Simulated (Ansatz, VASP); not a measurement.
## Be in VASP and in Ansatz

```xyz
1
Lattice="1.9879 0.0000 0.0000 0.0000 1.9879 0.0000 0.0000 0.0000 1.9879" Properties=species:S:1:pos:R:3 pbc="T T T"
Be    0.0000    0.0000    0.0000
```

Change from the starting cell: volume scaled by 0.8, PAW files.

Alike in both runs: task single point; functional LDA; k mesh 21 × 21 × 21; occupations fermi-dirac, width 0.1 eV; no spin polarisation.

|  | VASP | Ansatz |
| --- | --- | --- |
| version | VASP 6.6.1 | Ansatz 0.2.0 |
| potentials or method | VASP PAW LDA potentials, release 64 (Be) | PAW with Ansatz's default frozen-core files, scalar-relativistic |
| plane-wave cutoff (eV) | 600 | 420 |
| valence electrons in the cell | 2 | 2 |

Ansatz gave:

| Property | Result |
| --- | --- |
| pressure (GPa) | 26.0 |

Q: What did VASP give for the same quantities?

A: Pressure (GPa): 26.5.

LDA's correlation is that of Perdew and Zunger in VASP and of Perdew and Wang (1992) in Ansatz.
